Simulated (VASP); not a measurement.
# Ba (P6_3/mmc) in VASP: further runs, part 2 of 2

VASP 6.6.1. Earlier steps stand in the parts before.

**5. Single point, RPBE**

This run uses another cell than the first one, of 69.01 Å³/atom, 1.136 times its volume.

INCAR

```
SYSTEM = Ba
PREC     = Accurate       ! precision mode
ENCUT    = 520            ! plane-wave cutoff, eV
EDIFF    = 1E-6           ! SCF threshold, eV
ISMEAR   = -1             ! smearing method
SIGMA    = 0.1            ! smearing width, eV
LREAL    = .False.        ! projectors in reciprocal space
LASPH    = .True.         ! aspherical terms in the spheres
NELM     = 60             ! most SCF steps
ALGO     = Normal         ! electronic algorithm
ISIF     = 2              ! what is computed and relaxed
LWAVE    = .False.        ! write WAVECAR
LCHARG   = .True.         ! write CHGCAR
GGA      = RP             ! functional
LELF     = .True.         ! ELF
LVHAR    = .True.       
NBANDS   = 17             ! bands
```

KPOINTS

```
regular mesh
0
Gamma
  9 9 5
  0 0 0
```

POSCAR

```
Ba
1.0
    4.5965929422      0.0000000000      0.0000000000
   -2.2982964711      3.9807662588      0.0000000000
    0.0000000000      0.0000000000      7.5429549817
Ba
2
Direct
    0.3333333333      0.6666666667      0.2500000000
    0.6666666667      0.3333333333      0.7500000000
```

Potentials or basis: VASP PAW PBE potentials, release 64 (Ba_sv).

Command:

```sh
$ cat potpaw_PBE.64/Ba_sv/POTCAR > POTCAR
$ mpirun -np 1 vasp_std > vasp.out
```

OUTCAR:

```text
SYSTEM = Ba
   PREC = Accurate
   ENCUT = 520
   EDIFF = 1E-6
   ISMEAR = -1
   LREAL = .False.
   LASPH = .True.
   NELM = 60
   ISIF = 2
   GGA = RP

 ion  position               nearest neighbor table
   1  0.333  0.667  0.250-   2 4.61   2 4.61   2 4.61   2 4.61   2 4.61   2 4.61
   2  0.667  0.333  0.750-   1 4.61   1 4.61   1 4.61   1 4.61   1 4.61   1 4.61

  LATTYP: Found a hexagonal cell.
 ALAT       =     4.5965929422
 C/A-ratio  =     1.6409882442

  Lattice vectors:

[... 668 lines left out ...]

------------------------ aborting loop because EDIFF is reached ----------------------------------------

  FORCE on cell =-STRESS in cart. coord.  units (eV):
  Direction    XX          YY          ZZ          XY          YZ          ZX
  --------------------------------------------------------------------------------------
  -------------------------------------------------------------------------------------
  Total        0.0699214      0.0699214      0.0699093      0.0000000      0.0000000      0.0000000
  in kB        0.8116643      0.8116643      0.8115238      0.0000000      0.0000000      0.0000000
  external PRESSURE =       0.8116175 kB  Pullay stress =       0.0000000 kB

 VOLUME and BASIS-vectors are now :
 -----------------------------------------------------------------------------
  energy-cutoff  :      520.00
  volume of cell :      138.02
      direct lattice vectors                 reciprocal lattice vectors
     4.596592942  0.000000000  0.000000000     0.217552438  0.125603959  0.000000000
    -2.298296471  3.980766259  0.000000000     0.000000000  0.251207917  0.000000000
     0.000000000  0.000000000  7.542954982     0.000000000  0.000000000  0.132574038

 POSITION                                       TOTAL-FORCE (eV/Angst)
 -----------------------------------------------------------------------------------
     -0.00000      2.65384      1.88574         0.000000      0.000000      0.000000
      2.29830      1.32692      5.65722        -0.000000     -0.000000      0.000000
 -----------------------------------------------------------------------------------
    total drift:                                0.000000     -0.000000      0.000000

  FREE ENERGIE OF THE ION-ELECTRON SYSTEM (eV)
  ---------------------------------------------------
  free  energy   TOTEN  =        -3.4032238233 eV

  energy  without entropy=       -3.2836096309  energy(sigma->0) =       -3.34341673
```

OSZICAR:

```text
N       E                     dE             d eps       ncg     rms          rms(c)
DAV:   1     0.144960839049E+03    0.14496E+03   -0.80009E+03  1224   0.938E+02
DAV:   2     0.684680544682E+01   -0.13811E+03   -0.13514E+03  1822   0.190E+02
DAV:   3    -0.300294098565E+01   -0.98497E+01   -0.97903E+01  1622   0.547E+01
DAV:   4    -0.339331783168E+01   -0.39038E+00   -0.39008E+00  1926   0.767E+00
DAV:   5    -0.339612297960E+01   -0.28051E-02   -0.28050E-02  1699   0.762E-01    0.214E+00
DAV:   6    -0.339911733532E+01   -0.29944E-02   -0.73731E-03  1679   0.750E-01    0.129E+00
DAV:   7    -0.340288952240E+01   -0.37722E-02   -0.17638E-02  1443   0.135E+00    0.691E-02
DAV:   8    -0.340317619524E+01   -0.28667E-03   -0.59721E-04  1909   0.184E-01    0.328E-02
DAV:   9    -0.340321554715E+01   -0.39352E-04   -0.37702E-05  1734   0.328E-02    0.997E-03
DAV:  10    -0.340322363234E+01   -0.80852E-05   -0.16361E-05  1658   0.303E-02    0.186E-03
DAV:  11    -0.340322382326E+01   -0.19092E-06   -0.81318E-07  1229   0.397E-03
   1 F= -.34032238E+01 E0= -.33434167E+01  d E =-.119614E+00
```

stdout:

```text
POSCAR found type information on POSCAR Ba
 POSCAR found :  1 types and       2 ions
 scaLAPACK will be used
 -----------------------------------------------------------------------------
|                                                                             |
|                                                                             |
|     You enforced a specific xc type in the INCAR file but a different       |
|     I HOPE YOU KNOW WHAT YOU ARE DOING!                                     |
|                                                                             |
 -----------------------------------------------------------------------------

 LDA part: xc-table for (Slater+PW92), standard interpolation
 POSCAR, INCAR and KPOINTS ok, starting setup
 FFT: planning ... GRIDC
 FFT: planning ... GRID_SOFT
 FFT: planning ... GRID
 WAVECAR not read
 entering main loop
```

It took 38 s on 1 thread of Intel Xeon 6975P-C (Granite Rapids), shared host; peak memory 0.27 GiB.

What came out:

```yaml
Free_energy: -3.4032 eV
Pressure: 0.1 GPa
Band_gap_on_the_k_mesh: zero (band 10 reaches 1.63 eV, above the bottom of band 11 at 1.37 eV)
```

Caveat: the PAW data sets were made with another functional, which shifts forces and pressure a little; spin-orbit coupling is left out, which moves the levels of the heavy elements.

**6. The runs side by side**

| cell | gap on the mesh (eV) | pressure (GPa) |
| --- | --- | --- |
| a = 4.405, b = 4.405, c = 7.228 Å, angles 90.0, 90.0, 120.0°, 2 atoms | none | 1.2 |
| a = 4.471, b = 4.471, c = 7.336 Å, angles 90.0, 90.0, 120.0°, 2 atoms | none | 0.8 |
| a = 4.534, b = 4.534, c = 7.441 Å, angles 90.0, 90.0, 120.0°, 2 atoms | none | 0.4 |
| a = 4.597, b = 4.597, c = 7.543 Å, angles 90.0, 90.0, 120.0°, 2 atoms | none | 0.1 |

Alike in all rows: task single point; level RPBE; potentials or basis VASP PAW PBE potentials, release 64 (Ba_sv); no spin polarisation; k mesh 9 × 9 × 5; cutoff (eV) 520; smearing fermi-dirac 0.1 eV.

Caveats: the PAW data sets were made with another functional, which shifts forces and pressure a little; spin-orbit coupling is left out, which moves the levels of the heavy elements.

Absolute energies hang on the potentials; compare differences alone.
